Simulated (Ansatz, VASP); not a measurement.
**Ga4As3P in VASP and in Ansatz**

```
Ga P As
1.0
     4.01887    0.00000    0.00000
     0.00000    4.01887    0.00000
     0.00000    0.00000   11.37135
Ga P As
4 1 3
Direct
  0.50000 0.00000 0.88185
  0.00000 0.50000 0.11815
  0.50000 0.00000 0.37260
  0.00000 0.50000 0.62740
  0.00000 0.00000 0.00000
  0.50000 0.50000 0.24543
  0.00000 0.00000 0.50000
  0.50000 0.50000 0.75457
```

Alike in both runs: functional PBE; k mesh 10 × 10 × 4; occupations gaussian, width 0.02 eV; no spin polarisation.

Ansatz relaxed the structure, and its values are those at the end. VASP's run is a single point on that final structure, the one shown.

|  | VASP | Ansatz |
| --- | --- | --- |
| version | VASP 6.6.1 | Ansatz 0.2.0 |
| potentials or method | VASP PAW PBE potentials, release 64 (Ga_d, P, As), cutoff 520 eV | scalar-relativistic, plane waves, PAW |
| valence electrons in the cell | 72 | 102 |

|  | VASP | Ansatz | Ansatz less VASP |
| --- | --- | --- | --- |
| gap on the k mesh at the Fermi level (eV) | 0.47 | 0.47 | -0.001 |
| least direct gap on the mesh (eV) | 0.47 | 0.47 | -0.001 |
| pressure (GPa) | 0.2 | 0.0 | -0.16 |
| rms of the force components (eV/Å) | 0.004 | 0.000 | -0.0041 |

VASP's potentials hold 72 valence electrons a cell and Ansatz's 102, so a difference there can come from the potentials and not from the codes.
